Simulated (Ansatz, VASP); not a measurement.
Two plane-wave programs on Si

```
Si
1.0
     2.66225   -0.03624   -0.00683
    -1.36251    2.23176    0.04190
    -0.00643    0.04182    2.48776
Si
1
Direct
  0.00000 0.00000 0.00000
```

Change from the starting cell: cell sheared at random, sigma 0.03, atoms nudged by 0.01 Å.

Alike in both runs: task relaxation of cell and atoms; functional PBE; k mesh 12 × 12 × 11; occupations fermi-dirac, width 0.05 eV; no spin polarisation.

|  | VASP | Ansatz |
| --- | --- | --- |
| version | VASP 6.6.1 | Ansatz 0.2.0 |
| potentials or method | VASP PAW PBE potentials, release 64 (Si) | Ansatz PAW |
| plane-wave cutoff (eV) | 600 | 420 |
| valence electrons in the cell | 4 | 4 |

```csv
,VASP,Ansatz,Ansatz less VASP
"gap on the k mesh at the Fermi level, each at its own relaxed structure (eV)",none,none,-
relaxed volume (Å³/atom),15.09,15.10,+0.009
relaxed length of the cell vector where the two differ most in proportion (Å),2.708,2.711,+0.0025
```

A gap of «none» marks a metal or a gap that the smearing closes.

Noted on Ansatz's run: the plane-wave basis is chosen anew once the cell has moved, so the energies of steps on either side of that aren't comparable.
